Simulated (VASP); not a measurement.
# Al48ZnN48 (a cell with a defect) in VASP: single point with PBE

Aim: the single point of Al48ZnN48 (a cell with a defect) with PBE.

Everything below comes from runs of VASP 6.6.1. Logs are shortened: lines on timing, memory, paths and dates and some standing lists are left out, and cuts for length are marked.

## (1) The cell of the first run

The cell holds a defect, 97 atoms: a = 10.842 Å, b = 10.842 Å, c = 10.035 Å, α = 90.00°, β = 90.00°, γ = 120.00°.

## (2) Single point, PBE

The input, INCAR:

```
SYSTEM = Al48ZnN48
PREC = Accurate ; ENCUT = 520
EDIFF = 1E-6 ; ISMEAR = 0
SIGMA = 0.01 ; LREAL = Auto
LASPH = .TRUE. ; NELM = 120
ALGO = Normal ; ISIF = 2
LWAVE = .FALSE. ; LCHARG = .FALSE.
GGA = PE ; NBANDS = 252
NELECT = 394.0 ; GGA_COMPAT = .FALSE.
ISYM = -1
```

The input, KPOINTS:

```
explicit points
1
Reciprocal
  0.25000000   0.25000000   0.25000000 1
```

The input, POSCAR:

```
Al48ZnN48
1.0
    9.3892708211      5.4208981504      0.0000000000
   -9.3892709202      5.4208979788      0.0000000000
    0.0000000000      0.0000000000     10.0348065900
Al N Zn
48 48 1
Direct
    0.0026270530      0.1654191642      0.2498040467
    0.1623290941     -0.0027701672      0.2498064526
    0.3326058648      0.3333976934      0.2504579176
    0.0019220922      0.3333915546      0.5005656136
    0.1647670884      0.1660249377      0.5003596828
    0.3309631346     -0.0021029489      0.5005834553
   -0.0004118694      0.1659194722      0.7491668965
    0.1658660873      0.0002810791      0.7491756754
    0.3305815976      0.3334005318      0.7526953103
    0.0045055662      0.3333827512      0.9953351954
    0.1663575402      0.1657557968      0.9995536396
    0.3284117303     -0.0046540295      0.9953451350
    0.0003170207      0.6672568038      0.2504706107
    0.1706101716      0.5013848415      0.2498054093
    0.3302950338      0.8292716408      0.2498083296
    0.0007668174      0.8350640009      0.5003741932
    0.1681315159      0.6677060821      0.5003723270
    0.3321341661      0.5007423015      0.5003587229
    0.0023611458      0.6692978847      0.7527167310
    0.1670781270      0.5008873101      0.7491720343
    0.3333463583      0.8328012676      0.7491741085
   -0.0010818549      0.8334764412      0.9995551349
    0.1665437183      0.6658570067      0.9995561393
    0.3339810498      0.5009993615      0.9995544891
    0.4838629079      0.1508196030      0.2334691618
    0.6664549905     -0.0004451021      0.2504561314
    0.8490588429      0.3333857265      0.2334005426
    0.4888257980      0.3333770448      0.5107118049
    0.6664363301      0.1557523952      0.5107184194
    0.8338042220     -0.0009315926      0.5003579887
    0.4984640258      0.1654059995      0.7532005557
    0.6664642275     -0.0024827276      0.7527009888
    0.8344650757      0.3334007150      0.7532009399
    0.4990586214      0.3333752859      0.9981453786
    0.6664354505      0.1659945201      0.9981410388
    0.8340646766      0.0009146626      0.9995568896
    0.4984825202      0.6695661610      0.2498017627
    0.6664372720      0.5159806608      0.2334284549
    0.8344388673      0.8375469066      0.2498035523
    0.4990930065      0.8317002723      0.5003622633
    0.6664580758      0.6688523278      0.5005664917
    0.8441170391      0.5110472176      0.5107451627
    0.4989873404      0.6665221045      0.7491691617
    0.6664638581      0.5013979631      0.7531988537
    0.8339471491      0.8340105538      0.7491738484
    0.4988228262      0.8332897407      0.9995540739
    0.6664487171      0.6714271330      0.9953434779
    0.8338277582      0.5007604014      0.9981338458
   -0.0009616998      0.1666210039      0.4401232933
    0.1671310176      0.0008595142      0.4401360313
    0.3305313455      0.3334206680      0.4408469968
    0.0098996593      0.3333582535      0.1860734958
    0.1683470918      0.1657077640      0.1905295757
    0.3229850365     -0.0100764216      0.1860735000
    0.0005470834      0.1659916450      0.9391393986
    0.1649984650     -0.0006491164      0.9391450341
    0.3328998534      0.3334109302      0.9424141862
   -0.0008916735      0.3333615730      0.6904296584
    0.1665416634      0.1669936469      0.6901823360
    0.3337327734      0.0006685213      0.6904340774
    0.0024503044      0.6693856121      0.4408541939
    0.1658512761      0.5002415175      0.4401225516
    0.3339281730      0.8340666424      0.4401377974
   -0.0031383587      0.8314280713      0.1905238739
    0.1644917870      0.6638034140      0.1905258510
    0.3359890439      0.5009903111      0.1905253288
    0.0000614116      0.6669956019      0.9424343076
    0.1679707976      0.5008443557      0.9391424942
    0.3324172619      0.8319335899      0.9391432734
   -0.0000590730      0.8332398966      0.6901929304
    0.1663041689      0.6668789734      0.6901920447
    0.3329045344      0.4997194142      0.6901805487
    0.5002768614      0.1672175569      0.4398339979
    0.6664836364     -0.0025336253      0.4408450938
    0.8327209623      0.3334530653      0.4398626999
    0.5020168184      0.3333499480      0.1919103423
    0.6664069685      0.1689704070      0.1919130485
    0.8340485577      0.0029278742      0.1905270654
    0.4983752854      0.1653132828      0.9442355449
    0.6664764725     -0.0001633558      0.9424185790
    0.8345950429      0.3334150328      0.9442551994
    0.4991356410      0.3333581973      0.6961475630
    0.6664181375      0.1660732462      0.6961535158
    0.8327822583     -0.0001604042      0.6901806280
    0.4996886816      0.6659726332      0.4401232152
    0.6665178546      0.4996416225      0.4398569240
    0.8333033106      0.8327844035      0.4401219663
    0.4987713976      0.8352865425      0.1905293466
    0.6664174662      0.6768244828      0.1860767466
    0.8307949148      0.4977320477      0.1919319464
    0.4990613224      0.6674792810      0.9391411661
    0.6664815487      0.5015228584      0.9442517350
    0.8339048538      0.8349010243      0.9391435588
    0.5000589391      0.8334760717      0.6901841874
    0.6664262985      0.6660409685      0.6904274387
    0.8337194854      0.5006556519      0.6961729902
    0.6665535382      0.3334584712      0.3544460535
```

Potentials or basis: VASP PAW PBE potentials, release 64 (Al, N, Zn).

Run with:

```
$ cat potpaw_PBE.64/Al/POTCAR potpaw_PBE.64/N/POTCAR potpaw_PBE.64/Zn/POTCAR > POTCAR
$ mpirun -np 1 vasp_std > vasp.out
```

OUTCAR:

```text
SYSTEM = Al48ZnN48
   PREC = Accurate
   ENCUT = 520
   EDIFF = 1E-6
   ISMEAR = 0
   LREAL = Auto
   LASPH = .TRUE.
   NELM = 120
   ISIF = 2
   GGA = PE
   NELECT = 394.0
   ISYM = -1

 ion  position               nearest neighbor table
   1  0.003  0.165  0.250-  53 1.89  78 1.89  52 1.89  49 1.91  27 3.02   5 3.07  11 3.07  39 3.08
                             2 3.08  36 3.09   3 3.10  30 3.10   4 3.11  10 3.13  14 3.15  26 3.16
   2  0.162  0.997  0.250-  53 1.89  64 1.89  54 1.89  50 1.91  25 3.02  16 3.07  22 3.07  39 3.08
                             1 3.08  11 3.09  13 3.10   5 3.10   6 3.11  12 3.13  15 3.15   3 3.16
   3  0.333  0.333  0.250-  66 1.90  53 1.90  51 1.91  76 1.93  18 3.10   5 3.10   1 3.10  14 3.10
                            24 3.10  11 3.10  34 3.11  28 3.11  38 3.14  25 3.14   2 3.16  37 3.16
   4  0.002  0.333  0.501-  49 1.89  62 1.89  58 1.91  75 1.93   7 3.08  20 3.08   5 3.10  18 3.10
                             1 3.11  14 3.11  33 3.12  17 3.14  30 3.14  27 3.15  42 3.15  29 3.15
   5  0.165  0.166  0.500-  49 1.90  50 1.90  51 1.90  59 1.90  28 3.04   1 3.07   7 3.07   8 3.08
                             3 3.10   4 3.10   2 3.10  16 3.11  30 3.11   9 3.11   6 3.14  18 3.14
   6  0.331  0.998  0.501-  63 1.89  50 1.89  60 1.91  73 1.93  21 3.08   8 3.08  17 3.10  16 3.10
                            15 3.11   2 3.11  31 3.12   5 3.14  40 3.14  25 3.15  29 3.15  28 3.15
   7  1.000  0.166  0.749-  59 1.90  84 1.90  55 1.91  58 1.91  10 3.05   5 3.07   4 3.08  30 3.08
                            36 3.09  11 3.10   9 3.11  45 3.12   8 3.12  33 3.12  32 3.13  20 3.15
   8  0.166  0.000  0.749-  59 1.90  70 1.90  56 1.91  60 1.91  12 3.05  16 3.07   6 3.08   5 3.08
                            11 3.09  22 3.10  19 3.11   7 3.12  45 3.12  31 3.12   9 3.13  21 3.15
   9  0.331  0.333  0.753-  72 1.90  59 1.90  57 1.90  82 1.91  28 2.97  24 3.06  11 3.06  34 3.07
[... 115 lines left out ...]
  85  0.500  0.666  0.440-  41 1.89  40 1.90  18 1.90  37 1.91
  86  0.667  0.500  0.440-  41 1.93  97 2.00  42 2.00  28 2.00  38 2.08
  87  0.833  0.833  0.440-  41 1.89  30 1.90  16 1.90  39 1.91
  88  0.499  0.835  0.191-  15 1.89  37 1.89  26 1.90  46 1.92
  89  0.666  0.677  0.186-  38 1.81  37 1.89  39 1.89  47 1.91
  90  0.831  0.498  0.192-  13 1.93  27 1.93  38 1.93  48 1.95
  91  0.499  0.667  0.939-  47 1.88  24 1.90  46 1.90  43 1.91
  92  0.666  0.502  0.944-  48 1.90  34 1.90  47 1.91  44 1.92
  93  0.834  0.835  0.939-  47 1.88  22 1.90  36 1.90  45 1.91
  94  0.500  0.833  0.690-  32 1.90  21 1.90  43 1.90  40 1.90
  95  0.666  0.666  0.690-  44 1.89  41 1.91  43 1.91  45 1.91
  96  0.834  0.501  0.696-  42 1.86  44 1.91  33 1.91  19 1.91
  97  0.667  0.333  0.354-  75 2.00  86 2.00  73 2.00  27 2.32  38 2.32  25 2.32  42 2.48  29 2.48
                            28 2.48

IMPORTANT INFORMATION: All symmetrisations will be switched off!
NOSYMM: (Re-)initialisation of all symmetry stuff for point group C_1.

----------------------------------------------------------------------------------------

                                     Primitive cell

  volume of cell :    1021.5088

  direct lattice vectors                    reciprocal lattice vectors
     9.389270821  5.420898150  0.000000000     0.053252270  0.092235640  0.000000000
    -9.389270920  5.420897979  0.000000000    -0.053252272  0.092235639  0.000000000
     0.000000000  0.000000000 10.034806590     0.000000000  0.000000000  0.099653141

  length of vectors
    10.841796129 10.841796129 10.034806590     0.106504543  0.106504543  0.099653141

  position of ions in fractional coordinates (direct lattice)
     0.002627053  0.165419164  0.249804047
     0.162329094  0.997229833  0.249806453
     0.332605865  0.333397693  0.250457918
     0.001922092  0.333391555  0.500565614
     0.164767088  0.166024938  0.500359683
     0.330963135  0.997897051  0.500583455
[... 89 lines left out ...]
     0.833719485  0.500655652  0.696172990
[... 126 lines left out ...]
   LNONCOLLINEAR =      F non collinear calculations
   LSORBIT =      F    spin-orbit coupling
   LASPH  =      T    aspherical Exc in radial PAW
   ENCUT  =  520.0 eV  38.22 Ry    6.18 a.u.  20.16 20.16 18.66*2*pi/ulx,y,z
   NELM   =    120;   NELMIN=  2; NELMDL= -5     # of ELM steps
   EDIFF  = 0.1E-05   stopping-criterion for ELM
   LREAL  =      T    real-space projection
   EDIFFG = 0.1E-04   stopping-criterion for IOM
   NSW    =      0    number of steps for IOM
   IBRION =     -1    ionic relax: 0-MD 1-quasi-New 2-CG
   NFREE  =      0    steps in history (QN), initial steepest desc. (CG)
   ISIF   =      2    stress and relaxation
   ISYM   =     -1    0-nonsym 1-usesym 2-fastsym
   POTIM  = 0.5000    time-step for ionic-motion
   TEBEG  =    0.0;   TEEND  =   0.0 temperature during run
   PSTRESS=    0.0 pullay stress
   NELECT =     394.0000    total number of electrons
   NUPDOWN=      -1.0000    fix difference up-down
   EMIN   =  10.00;   EMAX   =-10.00  energy-range for DOS
   EFERMI =   0.00;   METHOD = LEGACY
   ISMEAR =     0;   SIGMA  =   0.01  broadening in eV -4-tet -1-fermi 0-gaus
   EFERMI_NEDOS =   21; number of points for ismear=-14 and -15
   IALGO  =     38    algorithm
   IMIX   =      4    mixing-type and parameters
     AMIX     =   0.40;   BMIX     =  1.00
     AMIX_MAG =   1.60;   BMIX_MAG =  1.00
  volume/ion in A,a.u.               =      10.53        71.07
  Fermi-wavevector in a.u.,A,eV,Ry     =   1.191680  2.251948 19.321640  1.420100
  Thomas-Fermi vector in A             =   2.327736
   LORBIT       =      0    0 simple, 1 ext, 2 COOP (PROOUT), +10 PAW based schemes
   GGA     = PE    functional components
   LHFCALC =     F    Hartree Fock is set to
   AEXX    =    0.0000 exact exchange contribution
   IVDW    =     0    specifies the selected vdW correction
   LEPSILON=     F    determine dielectric tensor
   LRPA    =     F    only Hartree local field effects (RPA)
 non-spin polarized calculation
 Gauss-broadening in eV      SIGMA  =   0.01
  energy-cutoff  :      520.00
  volume of cell :     1021.51
 maximum number of plane-waves:     27493
 NGX is ok and might be reduce to    80
   NGX = 41   NGY = 41   NGZ = 37

 number of electron     393.9999950 magnetization

 Free energy of the ion-electron system (eV)
  ---------------------------------------------------
  ext. energy  EPLUGINS =         0.00000000
  ---------------------------------------------------
  free energy    TOTEN  =      -726.63769871 eV

  energy without entropy =     -726.63769871  energy(sigma->0) =     -726.63769871

 E-fermi :   5.9340     XC(G=0): -10.8786

 val. band max:        5.8533022604   @ k =   0.2500   0.2500   0.2500
 cond. band min:      10.4645874003   @ k =   0.2500   0.2500   0.2500
 fundamental gap:      4.6112851399
 Fermi energy:         5.9339862383

 k-point     1 :       0.2500    0.2500    0.2500
  band No.  band energies     occupation
      1      -9.0304      2.00000
      2      -8.6589      2.00000
      3      -8.5334      2.00000
      4      -8.4449      2.00000
      5      -8.1997      2.00000
      6      -8.1172      2.00000
[... 201 lines left out ...]
    208      11.7291      0.00000
    209      11.7605      0.00000
 [bands above 209 left out]

------------------------ aborting loop because EDIFF is reached ----------------------------------------

  FORCE on cell =-STRESS in cart. coord.  units (eV):
  Direction    XX          YY          ZZ          XY          YZ          ZX
  --------------------------------------------------------------------------------------
  -------------------------------------------------------------------------------------
  Total       -6.7321987     -7.8088013     -9.6621357      0.0049665     -0.0744974      0.0013008
  in kB      -10.5590634    -12.2476521    -15.1544997      0.0077896     -0.1168448      0.0020403
  external PRESSURE =     -12.6537384 kB  Pullay stress =       0.0000000 kB

 VOLUME and BASIS-vectors are now :
 -----------------------------------------------------------------------------
  energy-cutoff  :      520.00
  volume of cell :     1021.51
      direct lattice vectors                 reciprocal lattice vectors
     9.389270821  5.420898150  0.000000000     0.053252270  0.092235640  0.000000000
    -9.389270920  5.420897979  0.000000000    -0.053252272  0.092235639  0.000000000
     0.000000000  0.000000000 10.034806590     0.000000000  0.000000000  0.099653141

 POSITION                                       TOTAL-FORCE (eV/Angst)
 -----------------------------------------------------------------------------------
     -1.52850      0.91096      2.50674        -0.003507      0.004559      0.001629
     -7.83911      6.28585      2.50676         0.006306      0.002236      0.001886
     -0.00743      3.61034      2.51330        -0.000915      0.000256      0.003080
     -3.11226      1.81770      5.02308        -0.002657     -0.002205     -0.002929
     -0.01181      1.79319      5.02101        -0.001158      0.002162      0.000043
     -6.26202      7.20362      5.02326         0.000710      0.004221     -0.004130
[... 89 lines left out ...]
      3.12723      7.23351      6.98596         0.000100     -0.002513      0.003292
      3.12752      5.42096      3.55680        -0.001098     -0.003332     -0.034571
 -----------------------------------------------------------------------------------
    total drift:                                0.002510      0.002682      0.045184

  FREE ENERGIE OF THE ION-ELECTRON SYSTEM (eV)
  ---------------------------------------------------
  free  energy   TOTEN  =      -726.6376987069 eV

  energy  without entropy=     -726.6376987069  energy(sigma->0) =     -726.63769871
```

Run time: 17 min. Hardware: 1 thread of Intel Xeon Platinum 8259CL at 2.50GHz (Skylake/Cascade Lake), shared host; peak memory 1.1 GiB.

Results:

- Free energy: -726.6377 eV
- Largest force: 0.071 eV/Å

Forces in eV/Å, atoms in the order of the input:
```
Al  -0.004  0.005  0.002
Al   0.006  0.002  0.002
Al  -0.001  0.000  0.003
Al  -0.003 -0.002 -0.003
Al  -0.001  0.002  0.000
Al   0.001  0.004 -0.004
Al   0.001  0.000  0.001
Al  -0.001 -0.001 -0.001
Al  -0.002  0.000  0.003
Al   0.000  0.000  0.003
Al   0.000  0.003  0.002
Al   0.000 -0.002  0.000
Al   0.000  0.004  0.003
Al   0.003 -0.006  0.002
Al  -0.005  0.002  0.002
Al   0.003  0.000 -0.001
Al  -0.002  0.000  0.000
Al   0.001 -0.003  0.000
Al  -0.001  0.001  0.001
Al   0.002 -0.001  0.001
Al   0.001 -0.002  0.000
Al   0.000 -0.002  0.002
Al  -0.001 -0.001  0.002
Al   0.003 -0.001  0.002
Al   0.002 -0.002 -0.008
Al   0.003 -0.001  0.003
Al   0.004  0.003 -0.006
Al   0.005  0.003 -0.006
Al  -0.006  0.003 -0.004
Al   0.000 -0.002 -0.001
Al   0.001 -0.002  0.003
Al   0.001 -0.001  0.003
Al   0.000 -0.001  0.002
Al  -0.004 -0.002  0.000
Al   0.001 -0.001 -0.002
Al  -0.002 -0.001  0.002
Al   0.005  0.005  0.001
Al  -0.001  0.003 -0.006
Al  -0.001 -0.005  0.001
Al   0.001  0.002  0.000
Al   0.004 -0.002 -0.004
Al  -0.001 -0.007 -0.005
Al  -0.001  0.000 -0.001
Al  -0.001  0.001  0.002
Al  -0.001  0.001  0.000
Al  -0.002  0.001  0.002
Al  -0.002  0.001  0.000
Al  -0.002  0.003 -0.001
N    0.001 -0.002 -0.001
N   -0.002 -0.001 -0.001
N   -0.001 -0.001 -0.003
N    0.006  0.003 -0.002
N    0.001  0.000 -0.001
N    0.000 -0.006 -0.002
N    0.001 -0.001 -0.001
N   -0.001  0.000 -0.001
N    0.000  0.000 -0.001
N   -0.001  0.000  0.000
N    0.002  0.000  0.000
N    0.000  0.001  0.000
N    0.000  0.002 -0.003
N   -0.001  0.002 -0.001
N    0.002 -0.001 -0.001
N   -0.001 -0.001 -0.002
N    0.001 -0.001 -0.002
N    0.000  0.001 -0.002
N    0.000  0.000 -0.001
N    0.000  0.001 -0.001
N    0.001  0.000 -0.001
N    0.000 -0.001  0.000
N    0.000 -0.001  0.000
N    0.001  0.001  0.000
N    0.001 -0.063  0.034
N    0.001 -0.001 -0.003
N    0.054  0.031  0.034
N   -0.011 -0.007 -0.009
N    0.011 -0.007 -0.009
N    0.000  0.001 -0.002
N    0.000  0.000 -0.001
N   -0.001  0.000 -0.001
N    0.000  0.000 -0.001
N    0.003  0.002  0.002
N   -0.003  0.001  0.003
N   -0.001  0.001  0.000
N   -0.002 -0.001 -0.001
N   -0.054  0.032  0.034
N    0.000  0.002 -0.001
N   -0.002  0.000 -0.001
N   -0.006  0.003 -0.002
N    0.000  0.014 -0.010
N   -0.001  0.000 -0.001
N    0.000  0.000 -0.001
N    0.000  0.001 -0.001
N   -0.001  0.001  0.000
N    0.001  0.000  0.000
N    0.000 -0.003  0.003
Zn  -0.001 -0.003 -0.035
```

Levels at points of the mesh, in eV from the Fermi level:
```
           k point  band 195  band 196  band 197  band 198  band 199  band 200
(0.25, 0.25, 0.25)     -0.15     -0.13     -0.08      4.53      5.08      5.28
```

Caveat: the cell carries a net charge on a neutralising background, which shifts energy and pressure; the cell is charged against a uniform background, so pressure and absolute levels hang on convention.
